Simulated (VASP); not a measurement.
# C (Cmce) in VASP: relaxation of cell and atoms with PBE

Aim: the relaxation of cell and atoms of C with PBE.

Everything below comes from runs of VASP 6.6.1. Logs are shortened: lines on timing, memory, paths and dates and some standing lists are left out, and cuts for length are marked.

## 1. The cell of the first run

It takes space group Cmce (No. 64, orthorhombic). Conventional cell: a = 4.684 Å, b = 3.096 Å, c = 6.314 Å, α = 90.00°, β = 90.00°, γ = 90.00°. Within 2.3 Å of C (site symmetry m) lie 3 C at 1.75 to 2.28 Å.

## 2. Relaxation of cell and atoms, PBE

The input, INCAR:

```
SYSTEM = C
  ALGO = Normal
  EDIFF = 1E-7
  EDIFFG = -0.04
  ENCUT = 1300
  GGA = PE
  GGA_COMPAT = .FALSE.
  IBRION = 2
  ISIF = 3
  ISMEAR = 0
  LASPH = .TRUE.
  LCHARG = .FALSE.
  LREAL = .FALSE.
  LWAVE = .FALSE.
  NELM = 120
  NELMIN = 4
  NSW = 90
  PREC = Accurate
  SIGMA = 0.1
```

The input, KPOINTS:

```
k-points
0
G
  6 6 4
  0 0 0
```

The input, POSCAR:

```
C
1.0
    2.3419446424     -1.5478462523      0.0000000000
    2.3419446424      1.5478462523      0.0000000000
    0.0000000000      0.0000000000      6.3140506141
C
4
Direct
    0.8500000000      0.1500000000      0.1170000000
    0.6500000000      0.3500000000      0.6170000000
    0.1500000000      0.8500000000      0.8830000000
    0.3500000000      0.6500000000      0.3830000000
```

Potentials or basis: VASP PAW PBE potentials, release 64 (C_h).

Command:

```
cat potpaw_PBE.64/C_h/POTCAR > POTCAR
mpirun -np 1 vasp_std > vasp.out
```

OUTCAR:

```text
SYSTEM = C
   EDIFF = 1E-7
   EDIFFG = -0.04
   ENCUT = 1300
   GGA = PE
   IBRION = 2
   ISIF = 3
   ISMEAR = 0
   LASPH = .TRUE.
   LREAL = .FALSE.
   NELM = 120
   NELMIN = 4
   NSW = 90
   PREC = Accurate

 ion  position               nearest neighbor table
   1  0.850  0.150  0.117-
   2  0.650  0.350  0.617-
   3  0.150  0.850  0.883-
   4  0.350  0.650  0.383-

  LATTYP: Found a base centered orthorhombic cell.
 ALAT       =     3.0956925046
 B/A-ratio  =     1.5130344108
 C/A-ratio  =     2.0396246089

  Lattice vectors:

 A1 = (  -2.3419446424,  -1.5478462523,   0.0000000000)
 A2 = (   2.3419446424,  -1.5478462523,   0.0000000000)
 A3 = (   0.0000000000,   0.0000000000,   6.3140506141)

Analysis of symmetry for initial positions (statically):
=====================================================================
 Subroutine PRICEL returns:
 Original cell was already a primitive cell.

 Routine SETGRP: Setting up the symmetry group for a
 base centered orthorhombic supercell.

 Subroutine GETGRP returns: Found  8 space group operations
 (whereof  4 operations were pure point group operations)
 out of a pool of  8 trial point group operations.

The static configuration has the point symmetry C_2h.
 The point group associated with its full space group is D_2h.

Analysis of symmetry for dynamics (positions and initial velocities):
=====================================================================
 Subroutine PRICEL returns:
 Original cell was already a primitive cell.

 Routine SETGRP: Setting up the symmetry group for a
 base centered orthorhombic supercell.

 Subroutine GETGRP returns: Found  8 space group operations
 (whereof  4 operations were pure point group operations)
 out of a pool of  8 trial point group operations.

The dynamic configuration has the point symmetry C_2h.
 The point group associated with its full space group is D_2h.

 Subroutine INISYM returns: Found  8 space group operations
 (whereof  4 operations are pure point group operations),
 and found     1 'primitive' translations

----------------------------------------------------------------------------------------

                                     Primitive cell

  volume of cell :      45.7765

  direct lattice vectors                    reciprocal lattice vectors
     2.341944642 -1.547846252  0.000000000     0.213497788 -0.323029499  0.000000000
     2.341944642  1.547846252  0.000000000     0.213497788  0.323029499  0.000000000
     0.000000000  0.000000000  6.314050614     0.000000000  0.000000000  0.158376938

  length of vectors
     2.807228656  2.807228656  6.314050614     0.387207132  0.387207132  0.158376938

  position of ions in fractional coordinates (direct lattice)
     0.850000000  0.150000000  0.117000000
     0.650000000  0.350000000  0.617000000
     0.150000000  0.850000000  0.883000000
     0.350000000  0.650000000  0.383000000

  ion indices of the primitive-cell ions
   primitive index   ion index
                 1           1
                 2           2
                 3           3
                 4           4

----------------------------------------------------------------------------------------

 KPOINTS: k-points

Automatic generation of k-mesh.
 Grid dimensions read from file:
 generate k-points for:    6    6    4

 Generating k-lattice:

  Cartesian coordinates                     Fractional coordinates (reciprocal lattice)
     0.035582965 -0.053838250  0.000000000     0.166666667  0.000000000  0.000000000
     0.035582965  0.053838250  0.000000000     0.000000000  0.166666667  0.000000000
     0.000000000  0.000000000  0.039594234     0.000000000  0.000000000  0.250000000

  Length of vectors
     0.064534522  0.064534522  0.039594234

  Shift w.r.t. Gamma in fractional coordinates (k-lattice)
     0.000000000  0.000000000  0.000000000

 Subroutine IBZKPT returns following result:
 ===========================================

 Found     39 irreducible k-points:

 Following reciprocal coordinates:
            Coordinates               Weight
  0.000000  0.000000  0.000000      1.000000
  0.166667 -0.000000  0.000000      4.000000
  0.333333 -0.000000  0.000000      4.000000
  0.500000 -0.000000  0.000000      2.000000
  0.166667  0.166667  0.000000      2.000000
  0.333333  0.166667  0.000000      4.000000
[... 16 lines left out ...]
  0.333333  0.333333  0.250000      4.000000
  0.500000  0.333333  0.250000      8.000000
 [... further k-points ...]
   k-points           NKPTS =     39   k-points in BZ     NKDIM =     39   number of bands    NBANDS=     12
   number of dos      NEDOS =    301   number of ions     NIONS =      4
   total plane-waves  NPLWV = 103680
   dimension x,y,z NGX =    36 NGY =   36 NGZ =   80
   dimension x,y,z NGXF=    72 NGYF=   72 NGZF=  160
   ions per type =               4
   NGX,Y,Z   is equivalent  to a cutoff of  21.32, 21.32, 21.06 a.u.
   NGXF,Y,Z  is equivalent  to a cutoff of  42.64, 42.64, 42.13 a.u.
 SYSTEM =  C
   PREC   = accura    normal or accurate (medium, high low for compatibility)
   ISTART =      0    job   : 0-new  1-cont  2-samecut
   ICHARG =      2    charge: 1-file 2-atom 10-const
   ISPIN  =      1    spin polarized calculation?
   LNONCOLLINEAR =      F non collinear calculations
   LSORBIT =      F    spin-orbit coupling
   LASPH  =      T    aspherical Exc in radial PAW
   ENCUT  = 1300.0 eV  95.55 Ry    9.77 a.u.   8.25  8.25 18.56*2*pi/ulx,y,z
   NELM   =    120;   NELMIN=  4; NELMDL= -5     # of ELM steps
   EDIFF  = 0.1E-06   stopping-criterion for ELM
   LREAL  =      F    real-space projection
   EDIFFG = -.4E-01   stopping-criterion for IOM
   NSW    =     90    number of steps for IOM
   IBRION =      2    ionic relax: 0-MD 1-quasi-New 2-CG
   NFREE  =      1    steps in history (QN), initial steepest desc. (CG)
   ISIF   =      3    stress and relaxation
   ISYM   =      2    0-nonsym 1-usesym 2-fastsym
   POTIM  = 0.5000    time-step for ionic-motion
   TEBEG  =    0.0;   TEEND  =   0.0 temperature during run
   PSTRESS=    0.0 pullay stress
   NELECT =      16.0000    total number of electrons
   NUPDOWN=      -1.0000    fix difference up-down
   EMIN   =  10.00;   EMAX   =-10.00  energy-range for DOS
   EFERMI =   0.00;   METHOD = LEGACY
   ISMEAR =     0;   SIGMA  =   0.10  broadening in eV -4-tet -1-fermi 0-gaus
   EFERMI_NEDOS =   21; number of points for ismear=-14 and -15
   IALGO  =     38    algorithm
   IMIX   =      4    mixing-type and parameters
     AMIX     =   0.40;   BMIX     =  1.00
     AMIX_MAG =   1.60;   BMIX_MAG =  1.00
  volume/ion in A,a.u.               =      11.44        77.23
  Fermi-wavevector in a.u.,A,eV,Ry     =   1.153189  2.179212 18.093652  1.329846
  Thomas-Fermi vector in A             =   2.289835
   LORBIT       =      0    0 simple, 1 ext, 2 COOP (PROOUT), +10 PAW based schemes
   GGA     = PE    functional components
   LHFCALC =     F    Hartree Fock is set to
   AEXX    =    0.0000 exact exchange contribution
   IVDW    =     0    specifies the selected vdW correction
   LEPSILON=     F    determine dielectric tensor
   LRPA    =     F    only Hartree local field effects (RPA)
 conjugate gradient relaxation of ions
 non-spin polarized calculation
 Gauss-broadening in eV      SIGMA  =   0.10
  energy-cutoff  :     1300.00
  volume of cell :       45.78
 maximum number of plane-waves:      4896
 NGX is ok and might be reduce to    36
   NGX = 17   NGY = 17   NGZ = 37

--------------------------------------- Ionic step        1  -------------------------------------------

 number of electron      16.0000000 magnetization

 Free energy of the ion-electron system (eV)
  ---------------------------------------------------
  ext. energy  EPLUGINS =         0.00000000
  ---------------------------------------------------
  free energy    TOTEN  =       -19.31324085 eV

  energy without entropy =      -19.30058234  energy(sigma->0) =      -19.30691160

 E-fermi :   3.0114     XC(G=0): -10.4780

 val. band max:        2.9926237422   @ k =   0.3333   0.3333   0.0000
 cond. band min:       3.0187073385   @ k =   0.1667  -0.0000   0.0000
 fundamental gap:      0.0260835963
 Fermi energy:         3.0113696842

 k-point     1 :       0.0000    0.0000    0.0000
  band No.  band energies     occupation
      1     -11.3403      2.00000
      2      -9.3069      2.00000
      3      -7.2489      2.00000
      4      -0.7783      2.00000
      5      -0.3160      2.00000
      6       3.0590      0.50097
      7       4.0741      0.00000
      8       5.0260      0.00000
      9       5.1818      0.00000
     10       5.3120      0.00000
     11       5.9307      0.00000
     12       6.3204      0.00000
[... 331 lines left out ...]
 k-point    24 :       0.5000    0.3333    0.2500
  band No.  band energies     occupation
      1      -8.3647      2.00000
      2      -7.4830      2.00000
      3      -3.9396      2.00000
      4      -2.1146      2.00000
      5      -1.2839      2.00000
      6      -0.2024      2.00000
      7       0.2395      2.00000
      8       1.2737      2.00000
      9       2.4921      2.00000
     10       3.1130      0.15059
     11       4.3346      0.00000
     12       5.3447      0.00000

 [... further k-points ...]
[... 5 lines left out ...]
  --------------------------------------------------------------------------------------
  -------------------------------------------------------------------------------------
  Total       -2.5722843     -9.4928254    -18.4299881      0.0000000      0.0000000      0.0000000
  in kB      -90.0299574   -332.2489177   -645.0496406      0.0000000      0.0000000      0.0000000
  external PRESSURE =    -355.7761719 kB  Pullay stress =       0.0000000 kB
[... 95 lines left out ...]
  FREE ENERGIE OF THE ION-ELECTRON SYSTEM (eV)
  ---------------------------------------------------
  free  energy   TOTEN  =       -23.6259877931 eV

  energy  without entropy=      -23.6149788730  energy(sigma->0) =      -23.62048333

 E-fermi :  24.4196     XC(G=0): -15.8025

 val. band max:       24.4181847403   @ k =   0.1667   0.1667   0.2500
 cond. band min:      24.4504736320   @ k =  -0.3333   0.3333   0.2500
 fundamental gap:      0.0322888918
 Fermi energy:        24.4196367299

 k-point     1 :       0.0000    0.0000    0.0000
  band No.  band energies     occupation
      1     -12.7457      2.00000
      2      -2.5962      2.00000
      3      -1.7312      2.00000
      4       0.9144      2.00000
      5      11.3256      2.00000
      6      15.0075      2.00000
      7      18.8614      2.00000
      8      20.7542      2.00000
      9      21.1784      2.00000
     10      30.3223      0.00000
     11      32.8305      0.00000
     12      34.0018      0.00000
[... 331 lines left out ...]
 k-point    24 :       0.5000    0.3333    0.2500
  band No.  band energies     occupation
      1     -10.4253      2.00000
      2      -4.0490      2.00000
      3      -2.1217      2.00000
      4       0.5622      2.00000
      5       5.1726      2.00000
      6      14.6265      2.00000
      7      20.4285      2.00000
      8      23.9273      2.00000
      9      25.3904      0.00000
     10      29.6497      0.00000
     11      31.9240      0.00000
     12      38.7309      0.00000

 [... further k-points ...]

[... ionic steps 4 to 35 ...]

--------------------------------------- Ionic step       36  -------------------------------------------

 number of electron      16.0000000 magnetization

------------------------ aborting loop because EDIFF is reached ----------------------------------------

  FORCE on cell =-STRESS in cart. coord.  units (eV):
  Direction    XX          YY          ZZ          XY          YZ          ZX
  --------------------------------------------------------------------------------------
  -------------------------------------------------------------------------------------
  Total        0.0839611      0.0659698     -0.1264486      0.0000000     -0.0000000      0.0000000
  in kB        3.7579696      2.9527059     -5.6596420      0.0000000     -0.0000000      0.0000000
  external PRESSURE =       0.3503445 kB  Pullay stress =       0.0000000 kB
[... 61 lines left out ...]
  energy  without entropy=      -36.8466830894  energy(sigma->0) =      -36.84722928

--------------------------------------- Ionic step       38  -------------------------------------------

 number of electron      16.0000000 magnetization

 Free energy of the ion-electron system (eV)
  ---------------------------------------------------
  ext. energy  EPLUGINS =         0.00000000
  ---------------------------------------------------
  free energy    TOTEN  =       -36.84792212 eV

  energy without entropy =      -36.84683412  energy(sigma->0) =      -36.84737812

 E-fermi :   5.3496     XC(G=0): -10.3116

 val. band max:        5.2458913872   @ k =   0.3333  -0.0000   0.0000
 cond. band min:       5.4539726681   @ k =   0.5000   0.1667   0.0000
 fundamental gap:      0.2080812808
 Fermi energy:         5.3495920894

 k-point     1 :       0.0000    0.0000    0.0000
  band No.  band energies     occupation
      1     -14.3049      2.00000
      2      -9.0470      2.00000
      3      -7.9567      2.00000
      4      -1.2740      2.00000
      5      -1.0440      2.00000
      6       2.2989      2.00000
      7       2.3137      2.00000
      8       3.6700      2.00000
      9       7.8042      0.00000
     10       9.5126      0.00000
     11      13.6025      0.00000
     12      13.7530      0.00000
[... 331 lines left out ...]
 k-point    24 :       0.5000    0.3333    0.2500
  band No.  band energies     occupation
      1     -13.2011      2.00000
      2     -10.3690      2.00000
      3      -5.0562      2.00000
      4      -2.4980      2.00000
      5      -1.9734      2.00000
      6      -0.5370      2.00000
      7       0.8391      2.00000
      8       1.3467      2.00000
      9       8.5381      0.00000
     10      13.7408      0.00000
     11      14.2918      0.00000
     12      15.2654      0.00000

 [... further k-points ...]
[... 5 lines left out ...]
  --------------------------------------------------------------------------------------
  -------------------------------------------------------------------------------------
  Total        0.0758561      0.1024412     -0.0755049      0.0000000      0.0000000      0.0000000
  in kB        3.3944412      4.5840823     -3.3787264      0.0000000      0.0000000      0.0000000
  external PRESSURE =       1.5332657 kB  Pullay stress =       0.0000000 kB
[... 19 lines left out ...]
  FREE ENERGIE OF THE ION-ELECTRON SYSTEM (eV)
  ---------------------------------------------------
  free  energy   TOTEN  =       -36.8479221198 eV

  energy  without entropy=      -36.8468341244  energy(sigma->0) =      -36.84737812

 reached required accuracy - stopping structural energy minimisation
```

It took 29 min on 1 thread of AMD EPYC 7R13 (Zen 3), shared host; peak memory 0.31 GiB.

What came out:

- Free energy: -36.8479 eV
- Relaxed volume: 8.95 Å³/atom
- Relaxed cell: a = 3.615 Å, b = 3.615 Å, c = 4.274 Å, α = 90.00°, β = 90.00°, γ = 39.87°
- Space group after relaxing (to 0.1 Å): Fmmm (No. 69)
- Pressure after relaxing: 0.2 GPa
- Largest force after relaxing: 0.039 eV/Å
- Band gap on the k mesh: 0.21 eV (least direct gap 0.39 eV)

Forces on the atoms (eV/Å):
```
C    0.000  0.039  0.005
C    0.000 -0.039  0.005
C    0.000 -0.039 -0.005
C    0.000  0.039 -0.005
```

Final structure:
```
C
1.0
     3.39833   -1.23244    0.00000
     3.39833    1.23244    0.00000
     0.00000    0.00000    4.27438
C
4
Direct
  0.00092 0.99908 0.16685
  0.49908 0.50092 0.66685
  0.99908 0.00092 0.83315
  0.50092 0.49908 0.33315
```

Caveat: the volume moved by over 15 % at a fixed basis, so the end points are rough. A k mesh can miss the band edges.
